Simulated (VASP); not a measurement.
# ZnO (P6_3mc) in VASP: a series of runs, part 2 of 2

VASP 6.6.1.

## (3) Relaxation of shape and atoms at fixed volume, revPBE+D3(BJ)

INCAR reads:

```
ALGO = Normal ; EDIFF = 1E-7
EDIFFG = -0.02 ; ENCUT = 600
GGA = RE ; IBRION = 2
ISIF = 4 ; ISMEAR = 0
IVDW = 12 ; LASPH = True
LCHARG = False ; LREAL = False
LWAVE = False ; NELM = 80
NSW = 60 ; PREC = Accurate
SIGMA = 0.05
```

KPOINTS reads:

```
k-points
0
Gamma
  8 8 6
```

POSCAR reads:

```
ZnO
1.0
    3.2419811861      0.0000000000      0.0000000000
   -1.6209905930      2.8076380657      0.0000000000
    0.0000000000      0.0000000000      5.2276401393
Zn O
2 2
Direct
    0.3333333333      0.6666666667      0.0014489168
    0.6666666667      0.3333333333      0.5014489168
    0.3333333333      0.6666666667      0.3806510832
    0.6666666667      0.3333333333      0.8806510832
```

Potentials or basis: VASP PAW PBE potentials, release 64 (Zn, O).

The run is started by

```sh
$ cat potpaw_PBE.64/Zn/POTCAR potpaw_PBE.64/O/POTCAR > POTCAR
$ mpirun -np 1 vasp_std > vasp.out
```

OUTCAR:

```text
EDIFF = 1E-7
   EDIFFG = -0.02
   ENCUT = 600
   GGA = RE
   IBRION = 2
   ISIF = 4
   ISMEAR = 0
   IVDW = 12
   LASPH = True
   LREAL = False
   NELM = 80
   NSW = 60
   PREC = Accurate
 IVDW          = 12

 ion  position               nearest neighbor table
   1  0.333  0.667  0.001-   4 1.98   4 1.98   4 1.98   3 1.98
   2  0.667  0.333  0.501-   3 1.98   3 1.98   3 1.98   4 1.98
   3  0.333  0.667  0.381-   2 1.98   2 1.98   2 1.98   1 1.98
   4  0.667  0.333  0.881-   1 1.98   1 1.98   1 1.98   2 1.98

  LATTYP: Found a hexagonal cell.
 ALAT       =     3.2419811861
 C/A-ratio  =     1.6124831821

  Lattice vectors:

 A1 = (   3.2419811861,   0.0000000000,   0.0000000000)
 A2 = (  -1.6209905930,   2.8076380657,   0.0000000000)
 A3 = (   0.0000000000,   0.0000000000,   5.2276401393)

Analysis of symmetry for initial positions (statically):
=====================================================================
 Subroutine PRICEL returns:
 Original cell was already a primitive cell.

 Routine SETGRP: Setting up the symmetry group for a
 hexagonal supercell.

 Subroutine GETGRP returns: Found 12 space group operations
 (whereof  6 operations were pure point group operations)
 out of a pool of 24 trial point group operations.

The static configuration has the point symmetry C_3v.
 The point group associated with its full space group is C_6v.

Analysis of symmetry for dynamics (positions and initial velocities):
=====================================================================
 Subroutine PRICEL returns:
 Original cell was already a primitive cell.

 Routine SETGRP: Setting up the symmetry group for a
 hexagonal supercell.

 Subroutine GETGRP returns: Found 12 space group operations
 (whereof  6 operations were pure point group operations)
 out of a pool of 24 trial point group operations.

The dynamic configuration has the point symmetry C_3v.
 The point group associated with its full space group is C_6v.

 Subroutine INISYM returns: Found 12 space group operations
 (whereof  6 operations are pure point group operations),
 and found     1 'primitive' translations

----------------------------------------------------------------------------------------

                                     Primitive cell

  volume of cell :      47.5836

  direct lattice vectors                    reciprocal lattice vectors
     3.241981186  0.000000000  0.000000000     0.308453363  0.178085632  0.000000000
    -1.620990593  2.807638066  0.000000000     0.000000000  0.356171264  0.000000000
     0.000000000  0.000000000  5.227640139     0.000000000  0.000000000  0.191290902

  length of vectors
     3.241981186  3.241981186  5.227640139     0.356171264  0.356171264  0.191290902

  position of ions in fractional coordinates (direct lattice)
     0.333333333  0.666666667  0.001448917
     0.666666667  0.333333333  0.501448917
     0.333333333  0.666666667  0.380651083
     0.666666667  0.333333333  0.880651083

  ion indices of the primitive-cell ions
   primitive index   ion index
                 1           1
                 2           2
                 3           3
                 4           4

----------------------------------------------------------------------------------------

[... 27 lines left out ...]
  0.125000 -0.000000  0.000000      6.000000
  0.250000 -0.000000  0.000000      6.000000
  0.375000  0.000000  0.000000      6.000000
  0.500000 -0.000000  0.000000      3.000000
  0.125000  0.125000  0.000000      6.000000
[... 16 lines left out ...]
  0.250000 -0.000000  0.333333     12.000000
  0.375000  0.000000  0.333333     12.000000
 [... further k-points ...]
   k-points           NKPTS =     40   k-points in BZ     NKDIM =     40   number of bands    NBANDS=     22
   number of dos      NEDOS =    301   number of ions     NIONS =      4
   total plane-waves  NPLWV =  32928
   dimension x,y,z NGX =    28 NGY =   28 NGZ =   42
   dimension x,y,z NGXF=    56 NGYF=   56 NGZF=   84
   ions per type =               2   2
   NGX,Y,Z   is equivalent  to a cutoff of  14.36, 14.36, 13.36 a.u.
   NGXF,Y,Z  is equivalent  to a cutoff of  28.72, 28.72, 26.71 a.u.
 SYSTEM =  unknown system
   PREC   = accura    normal or accurate (medium, high low for compatibility)
   ISTART =      0    job   : 0-new  1-cont  2-samecut
   ICHARG =      2    charge: 1-file 2-atom 10-const
   ISPIN  =      1    spin polarized calculation?
   LNONCOLLINEAR =      F non collinear calculations
   LSORBIT =      F    spin-orbit coupling
   LASPH  =      T    aspherical Exc in radial PAW
   ENCUT  =  600.0 eV  44.10 Ry    6.64 a.u.   6.48  6.48 10.44*2*pi/ulx,y,z
   NELM   =     80;   NELMIN=  2; NELMDL= -5     # of ELM steps
   EDIFF  = 0.1E-06   stopping-criterion for ELM
   LREAL  =      F    real-space projection
   EDIFFG = -.2E-01   stopping-criterion for IOM
   NSW    =     60    number of steps for IOM
   IBRION =      2    ionic relax: 0-MD 1-quasi-New 2-CG
   NFREE  =      1    steps in history (QN), initial steepest desc. (CG)
   ISIF   =      4    stress and relaxation
   ISYM   =      2    0-nonsym 1-usesym 2-fastsym
   POTIM  = 0.5000    time-step for ionic-motion
   TEBEG  =    0.0;   TEEND  =   0.0 temperature during run
   PSTRESS=    0.0 pullay stress
   NELECT =      36.0000    total number of electrons
   NUPDOWN=      -1.0000    fix difference up-down
   EMIN   =  10.00;   EMAX   =-10.00  energy-range for DOS
   EFERMI =   0.00;   METHOD = LEGACY
   ISMEAR =     0;   SIGMA  =   0.05  broadening in eV -4-tet -1-fermi 0-gaus
   EFERMI_NEDOS =   21; number of points for ismear=-14 and -15
   IALGO  =     38    algorithm
   IMIX   =      4    mixing-type and parameters
     AMIX     =   0.40;   BMIX     =  1.00
     AMIX_MAG =   1.60;   BMIX_MAG =  1.00
  volume/ion in A,a.u.               =      11.90        80.28
  Fermi-wavevector in a.u.,A,eV,Ry     =   1.491729  2.818959 30.276433  2.225255
  Thomas-Fermi vector in A             =   2.604347
   LORBIT       =      0    0 simple, 1 ext, 2 COOP (PROOUT), +10 PAW based schemes
   GGA     = RE    functional components
   LHFCALC =     F    Hartree Fock is set to
   AEXX    =    0.0000 exact exchange contribution
   IVDW    =    12    specifies the selected vdW correction
   LEPSILON=     F    determine dielectric tensor
   LRPA    =     F    only Hartree local field effects (RPA)
 conjugate gradient relaxation of ions
 non-spin polarized calculation
 Gauss-broadening in eV      SIGMA  =   0.05
  energy-cutoff  :      600.00
  volume of cell :       47.58
 maximum number of plane-waves:      1617
 NGX is ok and might be reduce to    28
   NGX = 13   NGY = 13   NGZ = 21

 number of electron      36.0000006 magnetization

 Free energy of the ion-electron system (eV)
  ---------------------------------------------------
  ext. energy  EPLUGINS =         0.00000000
  ---------------------------------------------------
  free energy    TOTEN  =       -16.47991010 eV

  energy without entropy =      -16.47991010  energy(sigma->0) =      -16.47991010

 E-fermi :   1.6150     XC(G=0): -10.7241

 val. band max:        1.3422720711   @ k =   0.0000   0.0000   0.0000
 cond. band min:       2.1895538357   @ k =   0.0000   0.0000   0.0000
 fundamental gap:      0.8472817646
 Fermi energy:         1.6150077967

 k-point     1 :       0.0000    0.0000    0.0000
  band No.  band energies     occupation
      1     -16.8198      2.00000
      2     -16.1101      2.00000
      3      -4.3476      2.00000
      4      -4.3476      2.00000
      5      -4.3018      2.00000
      6      -4.2808      2.00000
[... 589 lines left out ...]
     21       9.9415      0.00000
     22      10.1553      0.00000

 [... further k-points ...]

------------------------ aborting loop because EDIFF is reached ----------------------------------------

 Edisp (eV)   -1.76599

 E8    (eV) :    -1.1536

  FORCE on cell =-STRESS in cart. coord.  units (eV):
  Direction    XX          YY          ZZ          XY          YZ          ZX
  --------------------------------------------------------------------------------------
  -------------------------------------------------------------------------------------
  Total       0.90335     0.90335     0.96043     0.00000     0.00000     0.00000
  in kB      30.41663    30.41663    32.33837     0.00000     0.00000     0.00000
  external pressure =       31.06 kB  Pullay stress =        0.00 kB

 VOLUME and BASIS-vectors are now :
 -----------------------------------------------------------------------------
  energy-cutoff  :      600.00
  volume of cell :       47.58
      direct lattice vectors                 reciprocal lattice vectors
     3.241981186  0.000000000  0.000000000     0.308453363  0.178085632  0.000000000
    -1.620990593  2.807638066  0.000000000     0.000000000  0.356171264  0.000000000
     0.000000000  0.000000000  5.227640139     0.000000000  0.000000000  0.191290902

 POSITION                                       TOTAL-FORCE (eV/Angst)
 -----------------------------------------------------------------------------------
     -0.00000      1.87176      0.00757         0.000000     -0.000000      0.000725
      1.62099      0.93588      2.62139        -0.000000      0.000000      0.000725
     -0.00000      1.87176      1.98991         0.000000      0.000000     -0.000725
      1.62099      0.93588      4.60373        -0.000000     -0.000000     -0.000725
 -----------------------------------------------------------------------------------
    total drift:                               -0.000000      0.000000     -0.002511

  FREE ENERGIE OF THE ION-ELECTRON SYSTEM (eV)
  ---------------------------------------------------
  free  energy   TOTEN  =       -18.2458966129 eV

  energy  without entropy=      -18.2458966129  energy(sigma->0) =      -18.24589661

 reached required accuracy - stopping structural energy minimisation
```

Run time: 51 s. Hardware: 1 thread of Intel Xeon Platinum 8488C (Sapphire Rapids), shared host; peak memory 0.2 GiB.

What came out:

```
Free energy                : -18.2459 eV
Pressure after relaxing    : 3.1 GPa
Band gap on the k mesh     : 0.85 eV, direct
Dispersion energy per atom : -0.441 eV
```

Stress tensor (GPa, compression positive):
```
3.04 0.00 0.00
0.00 3.04 0.00
0.00 0.00 3.23
```

Final structure:
```
CELL_PARAMETERS angstrom
3.24198 0.00000 0.00000
-1.62099 2.80764 0.00000
0.00000 0.00000 5.22764
ATOMIC_POSITIONS crystal
Zn 0.33333 0.66667 0.00145
Zn 0.66667 0.33333 0.50145
O 0.33333 0.66667 0.38065
O 0.66667 0.33333 0.88065
```

Caveat: the relaxation stopped at its first step, so nothing moved; the PAW data sets were made with another functional, which shifts forces and pressure a little.
